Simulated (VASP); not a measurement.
A run of VASP 6.6.1 is set up as follows.

The input INCAR:

```
PREC = Accurate
ENCUT = 520
EDIFF = 1E-7
ISMEAR = -1
SIGMA = 0.1
LREAL = False
LASPH = True
NELM = 60
ALGO = Normal
ISIF = 2
LWAVE = False
LCHARG = True
GGA = RP
LELF = True
LVHAR = True
NBANDS = 12
```

Contents of KPOINTS:

```
regular mesh
0
Gamma
  12 12 12
```

Contents of POSCAR:

```
Li
1.0
    1.5522956015      0.8962182834      7.5681729408
   -1.5522956015      0.8962182834      7.5681729408
    0.0000000000     -1.7924365668      7.5681729408
Li
3
Direct
    0.0000000000      0.0000000000      1.0000000000
    0.2222671044      0.2222671044      0.2222671044
    0.7777328956      0.7777328956      0.7777328956
```

Potentials or basis: VASP PAW PBE potentials, release 64 (Li_sv).

Run with:

```console
$ cat potpaw_PBE.64/Li_sv/POTCAR > POTCAR
$ mpirun -np 1 vasp_std > vasp.out
```

Question: Estimate the band gap on the k mesh.

Answer: Zero (an odd number of electrons rules out a gap without spin polarisation).
